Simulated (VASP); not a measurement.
Hf2Pd2Se2Br2O3:

```
CELL_PARAMETERS angstrom
5.75899 0.00000 0.00000
-2.87949 4.98743 0.00000
0.00000 0.00000 8.52547
ATOMIC_POSITIONS crystal
Hf 0.33333 0.66667 0.54201
Hf 0.66667 0.33333 0.54201
Pd 0.33333 0.66667 0.12880
Pd 0.66667 0.33333 0.12880
Se 0.33333 0.66667 0.85572
Se 0.66667 0.33333 0.85572
Br 0.00000 0.00000 0.13895
Br 0.00000 0.00000 0.65384
O 0.50000 0.00000 0.42963
O 0.00000 0.50000 0.42963
O 0.50000 0.50000 0.42963
```

```yaml
Program: VASP 6.6.1
Task: relaxation of cell and atoms
Functional: PBEsol
Potentials_or_basis: VASP PAW PBE potentials, release 64 (Hf_pv, Pd, Se, Br, O)
Cutoff: 600 eV
k_mesh: 4 × 4 × 2
Occupations: fermi-dirac, width 0.05 eV
Spin: no spin polarisation
```

At the start: pressure -4.0 GPa; volume 22.26 Å³/atom.

**Question.** How do energy, volume and symmetry change on relaxing?

**Answer.** Over 25 steps the energy falls by 27.4 meV/atom and the volume is 19.97 Å³/atom (-10.3 %); space group P6mm (No. 183, to 0.1 Å) before and after.

Step by step:
| step | energy change (eV) | largest force (eV/Å) | pressure (GPa) | volume (Å³) |
| --- | --- | --- | --- | --- |
| 1 | 0.0000 | 0.5350 | -3.96 | 244.87 |
| 2 | 0.0963 | 2.4715 | 4.82 | 225.89 |
| 3 | -0.1228 | 0.6695 | -0.61 | 236.42 |
| 4 | -0.1849 | 0.3193 | -0.24 | 231.05 |
| 5 | -0.1950 | 0.4097 | 0.01 | 227.90 |
| 6 | -0.2312 | 0.2733 | 0.07 | 224.86 |
| 7 | -0.2400 | 0.2193 | 0.13 | 222.47 |
| 8 | -0.2597 | 0.2009 | 0.27 | 221.96 |
| 9 | -0.2671 | 0.3473 | 0.46 | 221.39 |
| 10 | -0.2764 | 0.3227 | 0.09 | 221.60 |
| 11 | -0.2849 | 0.3042 | -0.88 | 222.17 |
| 12 | -0.2943 | 0.2053 | -0.63 | 221.19 |
| 13 | -0.2974 | 0.1119 | -0.37 | 220.28 |
| 14 | -0.2992 | 0.0995 | -0.08 | 219.88 |
| 15 | -0.2995 | 0.1209 | 0.08 | 219.67 |
| 16 | -0.3004 | 0.0514 | 0.01 | 219.62 |
| 17 | -0.3005 | 0.0483 | -0.02 | 219.60 |
| 18 | -0.3005 | 0.0481 | -0.04 | 219.59 |
| 19 | -0.3005 | 0.0479 | -0.04 | 219.59 |
| 20 | -0.3006 | 0.0418 | 0.04 | 219.50 |
| 21 | -0.3006 | 0.0398 | 0.07 | 219.45 |
| 22 | -0.3007 | 0.0345 | 0.03 | 219.51 |
| 23 | -0.3009 | 0.0332 | -0.03 | 219.68 |
| 24 | -0.3010 | 0.0201 | 0.01 | 219.69 |
| 25 | -0.3010 | 0.0200 | 0.03 | 219.69 |

Final structure:
```
CELL_PARAMETERS angstrom
5.58232 -0.00034 0.00000
-2.79145 4.83426 0.00000
0.00000 0.00000 8.14116
ATOMIC_POSITIONS crystal
Hf 0.33334 0.66666 0.54046
Hf 0.66666 0.33334 0.54046
Pd 0.33331 0.66669 0.14451
Pd 0.66669 0.33331 0.14451
Se 0.33331 0.66669 0.86349
Se 0.66669 0.33331 0.86349
Br 0.00000 0.00000 0.13980
Br 0.00000 0.00000 0.65218
O 0.50000 0.00000 0.41528
O 0.00000 0.50000 0.41528
O 0.50000 0.50000 0.41528
```

Caveat: the k points lie up to 0.39 Å⁻¹ apart in the final cell; the PAW data sets were made with another functional, which shifts forces and pressure a little.
